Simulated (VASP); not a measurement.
# Al3Ga3N2 (P3m1) in VASP: further runs

The runs below take Al3Ga3N2 through single point, with PBE.

All numbers are computed with VASP 6.6.1; they aren't measurements. Logs are shortened: lines on timing, memory, paths and dates and some standing lists are left out, and cuts for length are marked.

**1. The cell of the first run**

The structure is trigonal, space group P3m1 (No. 156). Conventional cell: a = 3.081 Å, b = 3.081 Å, c = 14.653 Å, α = 90.00°, β = 90.00°, γ = 120.00°. Within 2.5 Å of Al (site symmetry 3m) lie 4 N at 1.89 Å. Al (site symmetry 3m) has 1 N at 1.92 Å within 2.5 Å. Within 3.9 Å of Al (site symmetry 3m) lie 6 Ga at 2.93 to 3.01 Å and 6 Al at 3.08 Å. Ga (site symmetry 3m) has 3 N at 1.94 Å within 2.6 Å. Ga (site symmetry 3m) has 3 Al at 2.93 Å and 9 Ga at 2.97 to 3.08 Å and 1 N at 3.16 Å within 3.9 Å. Ga (site symmetry 3m) has 6 Al at 2.90 to 3.01 Å and 6 Ga at 3.08 Å within 3.8 Å. N (site symmetry 3m) has 4 Al at 1.89 to 1.92 Å within 2.5 Å. Within 2.5 Å of N (site symmetry 3m) lie 1 Al at 1.89 Å and 3 Ga at 1.94 Å.

**2. Single point, PBE**

INCAR

```
SYSTEM = Al3Ga3N2
PREC = Accurate
ENCUT = 520
EDIFF = 1E-6
ISMEAR = 0
SIGMA = 0.2
LREAL = .False.
LASPH = .True.
NELM = 60
ALGO = Normal
ISIF = 2
LWAVE = .False.
LCHARG = .False.
GGA = PE
NBANDS = 39
```

KPOINTS

```
regular mesh
0
Gamma
  6 6 2
  0 0 0
```

POSCAR

```
Al3Ga3N2
1.0
    3.0811825812      0.0000000000      0.0000000000
   -1.5405912906      2.6683823890      0.0000000000
    0.0000000000      0.0000000000     14.6532020164
Al Ga N
3 3 2
Direct
    0.3333333333      0.6666666667      0.1748992903
    0.0000000000      0.0000000000      0.0012625495
    0.6666666667      0.3333333333      0.6788631559
    0.0000000000      0.0000000000      0.3574679963
    0.3333333333      0.6666666667      0.5198001237
    0.3333333333      0.6666666667      0.8447603943
    0.0000000000      0.0000000000      0.1320840433
    0.3333333333      0.6666666667      0.3038624467
```

Potentials or basis: VASP PAW PBE potentials, release 64 (Al, Ga_d, N).

Command:

```sh
$ cat potpaw_PBE.64/Al/POTCAR potpaw_PBE.64/Ga_d/POTCAR potpaw_PBE.64/N/POTCAR > POTCAR
$ mpirun -np 1 vasp_std > vasp.out
```

OUTCAR:

```text
SYSTEM = Al3Ga3N2
   PREC = Accurate
   ENCUT = 520
   EDIFF = 1E-6
   ISMEAR = 0
   LREAL = .False.
   LASPH = .True.
   NELM = 60
   ISIF = 2
   GGA = PE

 ion  position               nearest neighbor table
   1  0.333  0.667  0.175-   7 1.89   7 1.89   7 1.89   8 1.89   2 3.10   2 3.10   2 3.10
   2  0.000  0.000  0.001-   7 1.92   6 2.90   6 2.90   6 2.90   1 3.10   1 3.10   1 3.10
   3  0.667  0.333  0.679-   5 2.93   5 2.93   5 2.93   6 3.01   6 3.01   6 3.01
   4  0.000  0.000  0.357-   8 1.94   8 1.94   8 1.94
   5  0.333  0.667  0.520-   3 2.93   3 2.93   3 2.93
   6  0.333  0.667  0.845-   2 2.90   2 2.90   2 2.90   3 3.01   3 3.01   3 3.01
   7  0.000  0.000  0.132-   1 1.89   1 1.89   1 1.89   2 1.92
   8  0.333  0.667  0.304-   1 1.89   4 1.94   4 1.94   4 1.94

  LATTYP: Found a hexagonal cell.
 ALAT       =     3.0811825812
 C/A-ratio  =     4.7557071450

  Lattice vectors:

 A1 = (   3.0811825812,   0.0000000000,   0.0000000000)
 A2 = (  -1.5405912906,   2.6683823890,   0.0000000000)
 A3 = (   0.0000000000,   0.0000000000,  14.6532020164)

Analysis of symmetry for initial positions (statically):
=====================================================================
 Subroutine PRICEL returns:
 Original cell was already a primitive cell.

 Routine SETGRP: Setting up the symmetry group for a
 hexagonal supercell.

 Subroutine GETGRP returns: Found  6 space group operations
 (whereof  6 operations were pure point group operations)
 out of a pool of 24 trial point group operations.

The static configuration has the point symmetry C_3v.

Analysis of symmetry for dynamics (positions and initial velocities):
=====================================================================
 Subroutine PRICEL returns:
 Original cell was already a primitive cell.

 Routine SETGRP: Setting up the symmetry group for a
 hexagonal supercell.

 Subroutine GETGRP returns: Found  6 space group operations
 (whereof  6 operations were pure point group operations)
 out of a pool of 24 trial point group operations.

The dynamic configuration has the point symmetry C_3v.

 Subroutine INISYM returns: Found  6 space group operations
 (whereof  6 operations are pure point group operations),
 and found     1 'primitive' translations

----------------------------------------------------------------------------------------

                                     Primitive cell

[... 97 lines left out ...]
   ISIF   =      2    stress and relaxation
   ISYM   =      2    0-nonsym 1-usesym 2-fastsym
   POTIM  = 0.5000    time-step for ionic-motion
   TEBEG  =    0.0;   TEEND  =   0.0 temperature during run
   PSTRESS=    0.0 pullay stress
   NELECT =      58.0000    total number of electrons
   NUPDOWN=      -1.0000    fix difference up-down
   EMIN   =  10.00;   EMAX   =-10.00  energy-range for DOS
   EFERMI =   0.00;   METHOD = LEGACY
   ISMEAR =     0;   SIGMA  =   0.20  broadening in eV -4-tet -1-fermi 0-gaus
   EFERMI_NEDOS =   21; number of points for ismear=-14 and -15
   IALGO  =     38    algorithm
   IMIX   =      4    mixing-type and parameters
     AMIX     =   0.40;   BMIX     =  1.00
     AMIX_MAG =   1.60;   BMIX_MAG =  1.00
  volume/ion in A,a.u.               =      15.06       101.63
  Fermi-wavevector in a.u.,A,eV,Ry     =   1.283073  2.424657 22.398961  1.646277
  Thomas-Fermi vector in A             =   2.415348
   LORBIT       =      0    0 simple, 1 ext, 2 COOP (PROOUT), +10 PAW based schemes
   GGA     = PE    functional components
   LHFCALC =     F    Hartree Fock is set to
   AEXX    =    0.0000 exact exchange contribution
   IVDW    =     0    specifies the selected vdW correction
   LEPSILON=     F    determine dielectric tensor
   LRPA    =     F    only Hartree local field effects (RPA)
 non-spin polarized calculation
 Gauss-broadening in eV      SIGMA  =   0.20
  energy-cutoff  :      520.00
  volume of cell :      120.48
 maximum number of plane-waves:      3272
 NGX is ok and might be reduce to    24
   NGX = 11   NGY = 11   NGZ = 55

 number of electron      57.9999990 magnetization

 Free energy of the ion-electron system (eV)
  ---------------------------------------------------
  ext. energy  EPLUGINS =         0.00000000
  ---------------------------------------------------
  free energy    TOTEN  =       -39.45004082 eV

  energy without entropy =      -39.41009011  energy(sigma->0) =      -39.43006547

 E-fermi :   6.5531     XC(G=0): -10.6743

 val. band max:        6.4173005638   @ k =   0.3333   0.3333   0.5000
 cond. band min:       6.5657871762   @ k =   0.3333   0.1667   0.5000
 fundamental gap:      0.1484866125
 Fermi energy:         6.5530680681

 k-point     1 :       0.0000    0.0000    0.0000
  band No.  band energies     occupation
      1     -10.5173      2.00000
      2      -9.6710      2.00000
      3      -8.4298      2.00000
      4      -8.4242      2.00000
      5      -8.4063      2.00000
      6      -8.4063      2.00000
[... 577 lines left out ...]
     38      10.5874      0.00000
     39      11.3728      0.00000

------------------------ aborting loop because EDIFF is reached ----------------------------------------

  FORCE on cell =-STRESS in cart. coord.  units (eV):
  Direction    XX          YY          ZZ          XY          YZ          ZX
  --------------------------------------------------------------------------------------
  -------------------------------------------------------------------------------------
  Total       -0.0024329     -0.0024329      0.2167459      0.0000000      0.0000000     -0.0000000
  in kB       -0.0323542     -0.0323542      2.8824607      0.0000000      0.0000000     -0.0000000
  external PRESSURE =       0.9392507 kB  Pullay stress =       0.0000000 kB

 VOLUME and BASIS-vectors are now :
 -----------------------------------------------------------------------------
  energy-cutoff  :      520.00
  volume of cell :      120.48
      direct lattice vectors                 reciprocal lattice vectors
     3.081182581  0.000000000  0.000000000     0.324550712  0.187379441  0.000000000
    -1.540591291  2.668382389  0.000000000     0.000000000  0.374758882  0.000000000
     0.000000000  0.000000000 14.653202016     0.000000000  0.000000000  0.068244470

 POSITION                                       TOTAL-FORCE (eV/Angst)
 -----------------------------------------------------------------------------------
     -0.00000      1.77892      2.56283         0.000000     -0.000000     -0.017418
      0.00000      0.00000      0.01850        -0.000000     -0.000000     -0.011909
      1.54059      0.88946      9.94752        -0.000000     -0.000000      0.004513
      0.00000      0.00000      5.23805         0.000000      0.000000     -0.004995
     -0.00000      1.77892      7.61674        -0.000000     -0.000000      0.013261
     -0.00000      1.77892     12.37844        -0.000000     -0.000000      0.004378
      0.00000      0.00000      1.93545         0.000000     -0.000000      0.002713
     -0.00000      1.77892      4.45256        -0.000000      0.000000      0.009457
 -----------------------------------------------------------------------------------
    total drift:                                0.000000     -0.000001     -0.000009

  FREE ENERGIE OF THE ION-ELECTRON SYSTEM (eV)
  ---------------------------------------------------
  free  energy   TOTEN  =       -39.4500408196 eV

  energy  without entropy=      -39.4100901114  energy(sigma->0) =      -39.43006547
```

OSZICAR:

```text
N       E                     dE             d eps       ncg     rms          rms(c)
DAV:   1     0.519677177568E+03    0.51968E+03   -0.25731E+04  1177   0.220E+03
DAV:   2     0.435066220040E+02   -0.47617E+03   -0.45145E+03  1178   0.585E+02
DAV:   3    -0.391875467011E+02   -0.82694E+02   -0.80617E+02  1205   0.168E+02
DAV:   4    -0.448404977642E+02   -0.56530E+01   -0.56020E+01  1528   0.450E+01
DAV:   5    -0.449617021929E+02   -0.12120E+00   -0.12104E+00  1415   0.673E+00    0.127E+01
DAV:   6    -0.393243158768E+02    0.56374E+01   -0.23570E+01  1632   0.352E+01    0.424E+00
DAV:   7    -0.395054551727E+02   -0.18114E+00   -0.51197E+00  1183   0.100E+01    0.335E+00
DAV:   8    -0.394645234381E+02    0.40932E-01   -0.47187E-01  1381   0.761E+00    0.210E+00
DAV:   9    -0.394611495127E+02    0.33739E-02   -0.19308E-01  1635   0.306E+00    0.634E-01
DAV:  10    -0.394506967444E+02    0.10453E-01   -0.47130E-02  1658   0.199E+00    0.383E-01
DAV:  11    -0.394498199598E+02    0.87678E-03   -0.11150E-02  1591   0.597E-01    0.173E-01
DAV:  12    -0.394500168653E+02   -0.19691E-03   -0.18901E-03  1396   0.334E-01    0.464E-02
DAV:  13    -0.394500359126E+02   -0.19047E-04   -0.29755E-04  1413   0.172E-01    0.234E-02
DAV:  14    -0.394500436165E+02   -0.77039E-05   -0.68387E-05  1474   0.517E-02    0.180E-02
DAV:  15    -0.394500408908E+02    0.27257E-05   -0.18135E-05  1484   0.480E-02    0.729E-03
DAV:  16    -0.394500408196E+02    0.71196E-07   -0.47169E-06  1186   0.125E-02
   1 F= -.39450041E+02 E0= -.39430065E+02  d E =-.399507E-01
```

Wall time 46 s (1 thread of Intel Xeon 6975P-C (Granite Rapids), shared host); peak memory 0.26 GiB.

What came out:

```yaml
Free_energy: -39.4500 eV
Pressure: 0.1 GPa
Largest_force: 0.017 eV/Å
Band_gap_on_the_k_mesh: zero (bands 29 and 30 overlap by 2.80 eV)
```

Forces in eV/Å, atoms in the order of the input:
```
Al   0.000  0.000 -0.017
Al   0.000  0.000 -0.012
Al   0.000  0.000  0.005
Ga   0.000  0.000 -0.005
Ga   0.000  0.000  0.013
Ga   0.000  0.000  0.004
N    0.000  0.000  0.003
N    0.000  0.000  0.009
```

Stress tensor (GPa, compression positive):
```
0.00 0.00 0.00
0.00 0.00 0.00
0.00 0.00 0.29
```

Caveat: the k points lie up to 0.39 Å⁻¹ apart, too coarse for converged energies and pressures of a metal.

**3. Single point, PBE**

This run uses another cell than the first one, of 14.98 Å³/atom.

INCAR

```
PREC     = Accurate       # precision mode
ENCUT    = 520            # plane-wave cutoff, eV
EDIFF    = 1E-6           # SCF threshold, eV
ISMEAR   = 0              # smearing method
SIGMA    = 0.2            # smearing width, eV
LREAL    = F              # projectors in reciprocal space
LASPH    = T              # aspherical terms in the spheres
NELM     = 80             # most SCF steps
ALGO     = Normal         # electronic algorithm
ISIF     = 2              # what is computed and relaxed
LWAVE    = F              # write WAVECAR
LCHARG   = T              # write CHGCAR
GGA      = PE             # functional
LELF     = T              # ELF
LVHAR    = T            
NBANDS   = 39             # bands
```

KPOINTS

```
regular mesh
0
Gamma
  6 6 2
```

POSCAR

```
Al3Ga3N2
1.0
    3.0678989354      0.0000000000      0.0000000000
   -1.5339494677      2.6568784143      0.0000000000
    0.0000000000      0.0000000000     14.7018236318
Al Ga N
3 3 2
Direct
    0.3333333333      0.6666666667      0.1760258049
    0.0000000000      0.0000000000      0.3519499908
    0.0000000000      0.0000000000      0.0028654665
    0.3333333333      0.6666666667      0.5167123448
    0.3333333333      0.6666666667      0.8476898929
    0.6666666667      0.3333333333      0.6775406211
    0.0000000000      0.0000000000      0.1341486351
    0.3333333333      0.6666666667      0.3060672439
```

Potentials or basis: VASP PAW PBE potentials, release 64 (Al, Ga_d, N).

Command:

```sh
$ cat potpaw_PBE.64/Al/POTCAR potpaw_PBE.64/Ga_d/POTCAR potpaw_PBE.64/N/POTCAR > POTCAR
$ mpirun -np 1 vasp_std > vasp.out
```

OUTCAR:

```text
PREC = Accurate
   ENCUT = 520
   EDIFF = 1E-6
   ISMEAR = 0
   LREAL = F
   LASPH = T
   NELM = 80
   ISIF = 2
   GGA = PE

 ion  position               nearest neighbor table
   1  0.333  0.667  0.176-   7 1.88   7 1.88   7 1.88   8 1.91   3 3.10   3 3.10   3 3.10   2 3.13
                             2 3.13   2 3.13
   2  0.000  0.000  0.352-   8 1.90   8 1.90   8 1.90   4 3.00   4 3.00   4 3.00   1 3.13   1 3.13
                             1 3.13
   3  0.000  0.000  0.003-   7 1.93   5 2.89   5 2.89   5 2.89   1 3.10   1 3.10   1 3.10
   4  0.333  0.667  0.517-   2 3.00   2 3.00   2 3.00
   5  0.333  0.667  0.848-   3 2.89   3 2.89   3 2.89
[... 792 lines left out ...]
  in kB       -0.9787581     -0.9787581      2.7211877     -0.0000000      0.0000000      0.0000000
  external PRESSURE =       0.2545571 kB  Pullay stress =       0.0000000 kB

 VOLUME and BASIS-vectors are now :
 -----------------------------------------------------------------------------
  energy-cutoff  :      520.00
  volume of cell :      119.84
      direct lattice vectors                 reciprocal lattice vectors
     3.067898935  0.000000000  0.000000000     0.325955979  0.188190772  0.000000000
    -1.533949468  2.656878414  0.000000000     0.000000000  0.376381544  0.000000000
     0.000000000  0.000000000 14.701823632     0.000000000  0.000000000  0.068018773

 POSITION                                       TOTAL-FORCE (eV/Angst)
 -----------------------------------------------------------------------------------
     -0.00000      1.77125      2.58790         0.000000     -0.000000     -0.039697
      0.00000      0.00000      5.17431        -0.000000      0.000000     -0.039379
      0.00000      0.00000      0.04213        -0.000000      0.000000     -0.021808
     -0.00000      1.77125      7.59661         0.000000     -0.000000     -0.000408
     -0.00000      1.77125     12.46259         0.000000     -0.000000     -0.021434
      1.53395      0.88563      9.96108        -0.000000      0.000000      0.010734
      0.00000      0.00000      1.97223        -0.000000     -0.000000      0.078394
     -0.00000      1.77125      4.49975        -0.000000     -0.000000      0.033597
 -----------------------------------------------------------------------------------
    total drift:                               -0.000000     -0.000000     -0.000367

  FREE ENERGIE OF THE ION-ELECTRON SYSTEM (eV)
  ---------------------------------------------------
  free  energy   TOTEN  =       -41.1054965685 eV

  energy  without entropy=      -41.0574041369  energy(sigma->0) =      -41.08145035
```

OSZICAR:

```text
N       E                     dE             d eps       ncg     rms          rms(c)
DAV:   1     0.529604469549E+03    0.52960E+03   -0.25747E+04  1192   0.221E+03
DAV:   2     0.460733708416E+02   -0.48353E+03   -0.45845E+03  1186   0.601E+02
DAV:   3    -0.404099807924E+02   -0.86483E+02   -0.84096E+02  1254   0.171E+02
DAV:   4    -0.466872420819E+02   -0.62773E+01   -0.62271E+01  1522   0.470E+01
DAV:   5    -0.468457391092E+02   -0.15850E+00   -0.15824E+00  1433   0.727E+00    0.130E+01
DAV:   6    -0.410388815678E+02    0.58069E+01   -0.23729E+01  1489   0.263E+01    0.454E+00
DAV:   7    -0.411474485846E+02   -0.10857E+00   -0.45865E+00  1208   0.124E+01    0.333E+00
DAV:   8    -0.411193335521E+02    0.28115E-01   -0.47151E-01  1348   0.490E+00    0.203E+00
DAV:   9    -0.411124349350E+02    0.68986E-02   -0.16397E-01  1332   0.756E+00    0.483E-01
DAV:  10    -0.411056728262E+02    0.67621E-02   -0.45778E-02  1581   0.267E+00    0.348E-01
DAV:  11    -0.411051586456E+02    0.51418E-03   -0.15430E-02  1301   0.116E+00    0.176E-01
DAV:  12    -0.411055678610E+02   -0.40922E-03   -0.28835E-03  1393   0.113E+00    0.106E-01
DAV:  13    -0.411054865891E+02    0.81272E-04   -0.47979E-04  1363   0.702E-01    0.343E-02
DAV:  14    -0.411054919349E+02   -0.53458E-05   -0.25045E-04  1795   0.174E-01    0.114E-02
DAV:  15    -0.411054977486E+02   -0.58137E-05   -0.50671E-05  1232   0.602E-02    0.118E-02
DAV:  16    -0.411054965978E+02    0.11508E-05   -0.48170E-06  1242   0.908E-02    0.317E-03
DAV:  17    -0.411054965685E+02    0.29356E-07   -0.96521E-07   802   0.150E-02
   1 F= -.41105497E+02 E0= -.41081450E+02  d E =-.480924E-01
```

stdout:

```text
POSCAR found type information on POSCAR AlGaN
 POSCAR found :  3 types and       8 ions
 scaLAPACK will be used
 LDA part: xc-table for (Slater+PW92), standard interpolation
 POSCAR, INCAR and KPOINTS ok, starting setup
 FFT: planning ... GRIDC
 FFT: planning ... GRID_SOFT
 FFT: planning ... GRID
 WAVECAR not read
 entering main loop
```

Wall time 43 s (1 thread of Intel Xeon 6975P-C (Granite Rapids), shared host); peak memory 0.26 GiB.

What came out:

```
Free energy            : -41.1055 eV
Pressure               : 0.0 GPa
Largest force          : 0.078 eV/Å
Band gap on the k mesh : zero (bands 29 and 30 overlap by 2.68 eV)
```

Forces on the atoms (eV/Å):
```
Al   0.000  0.000 -0.040
Al   0.000  0.000 -0.039
Al   0.000  0.000 -0.022
Ga   0.000  0.000  0.000
Ga   0.000  0.000 -0.021
Ga   0.000  0.000  0.011
N    0.000  0.000  0.078
N    0.000  0.000  0.034
```

Stress tensor (GPa, compression positive):
```
-0.10  0.00  0.00
 0.00 -0.10  0.00
 0.00  0.00  0.27
```

Levels at points of the mesh, in eV from the Fermi level:
| k point | band 27 | band 28 | band 29 | band 30 | band 31 | band 32 |
| --- | --- | --- | --- | --- | --- | --- |
| (0.00, 0.00, 0.00) | -2.53 | -2.12 | 1.38 | 2.84 | 4.97 | 5.91 |
| (0.50, 0.00, 0.00) | -3.31 | -2.28 | -1.80 | -0.65 | 0.36 | 1.85 |
| (0.00, 0.00, 0.50) | -2.53 | -1.16 | 0.51 | 3.85 | 4.36 | 5.89 |
| (0.50, 0.00, 0.50) | -3.31 | -2.46 | -1.93 | -0.47 | 0.60 | 1.78 |

Caveat: the k points lie up to 0.39 Å⁻¹ apart, too coarse for converged energies and pressures of a metal.

**4. Single point, PBE**

This run uses another cell than the first one, of 15.02 Å³/atom.

INCAR

```
ALGO = Normal
EDIFF = 1E-7
ENCUT = 520
GGA = PE
ISIF = 2
ISMEAR = 0
LASPH = True
LCHARG = True
LELF = True
LREAL = False
LVHAR = True
LWAVE = False
NBANDS = 39
NELM = 80
PREC = Accurate
SIGMA = 0.1
```

KPOINTS

```
k-points
0
Gamma
  12 12 2
```

POSCAR

```
Al3Ga3N2
1.0
    3.0948561954      0.0000000000      0.0000000000
   -1.5474280977      2.6802240863      0.0000000000
    0.0000000000      0.0000000000     14.4855097487
Al Ga N
3 3 2
Direct
    0.3333333333      0.6666666667      0.1737365997
    0.0000000000      0.0000000000     -0.0018289815
    0.6666666667      0.3333333333      0.6803885460
    0.0000000000      0.0000000000      0.3584487208
    0.3333333333      0.6666666667      0.5230334990
    0.3333333333      0.6666666667      0.8443810602
    0.0000000000      0.0000000000      0.1304623933
    0.3333333333      0.6666666667      0.3043781625
```

Command:

```sh
$ cat potpaw_PBE.64/Al/POTCAR potpaw_PBE.64/Ga_d/POTCAR potpaw_PBE.64/N/POTCAR > POTCAR
$ mpirun -np 1 vasp_std > vasp.out
```

Wall time 1.9 min (1 thread of Intel Xeon 6975P-C (Granite Rapids), shared host); peak memory 0.31 GiB.

It converged, with:

* Free energy: -39.3838 eV
* Pressure: 0.0 GPa
* Largest force: 0.016 eV/Å
* Band gap on the k mesh: zero (bands 29 and 30 overlap by 3.11 eV)

Forces on the atoms (eV/Å):
```
Al   0.000  0.000  0.004
Al   0.000  0.000  0.004
Al   0.000  0.000  0.000
Ga   0.000  0.000  0.000
Ga   0.000  0.000  0.001
Ga   0.000  0.000  0.001
N    0.000  0.000  0.006
N    0.000  0.000 -0.016
```

Stress tensor (GPa, compression positive):
```
 0.01  0.00  0.00
 0.00  0.01  0.00
 0.00  0.00 -0.08
```

Levels at points of the mesh, in eV from the Fermi level:
```tsv
k point	band 27	band 28	band 29	band 30	band 31	band 32
(0.00, 0.00, 0.00)	-1.51	-1.51	1.52	2.70	4.74	6.14
(0.50, 0.00, 0.00)	-2.82	-2.29	-1.66	-0.33	0.22	2.03
(0.00, 0.00, 0.50)	-1.51	-0.83	0.56	3.53	4.44	6.07
(0.50, 0.00, 0.50)	-2.82	-2.51	-1.68	-0.19	0.39	1.74
```

(Continued in part 2 of 2.)

The gap in the log of VASP goes by the Fermi energy; the results here count the filled bands.